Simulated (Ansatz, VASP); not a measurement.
Two plane-wave programs on C

```
C
1.0
     3.66874    0.00000    0.00000
    -0.14198    4.06625    0.00000
    -0.16937   -2.04018    3.82217
C
9
Direct
  0.52441 0.44547 0.62781
  0.23186 0.20653 0.68180
  0.84593 0.19875 0.51300
  0.44301 0.53025 0.32120
  0.77621 0.82004 0.49591
  0.15400 0.80029 0.36758
  0.67633 0.85731 0.85921
  0.34024 0.15312 0.00043
  0.00801 0.98823 0.13306
```

Change from the starting cell: the structure that the rattled cell fell into.

Alike in both runs: task relaxation of cell and atoms; functional PBE; k mesh 6 × 6 × 6; occupations gaussian, width 0.02 eV; no spin polarisation.

|  | VASP | Ansatz |
| --- | --- | --- |
| version | VASP 6.6.1 | Ansatz 0.2.0 |
| potentials or method | VASP PAW PBE potentials, release 64 (C), cutoff 600 eV | scalar-relativistic, plane waves, PAW |
| valence electrons in the cell | 36 | 36 |

|  | VASP | Ansatz | Ansatz less VASP |
| --- | --- | --- | --- |
| gap on the k mesh at the Fermi level, each at its own relaxed structure (eV) | 3.47 | 3.48 | +0.010 |
| relaxed volume (Å³/atom) | 6.33 | 6.34 | 0.000 |
| relaxed length of the cell vector where the two differ most in proportion (Å) | 3.669 | 3.669 | +0.0002 |
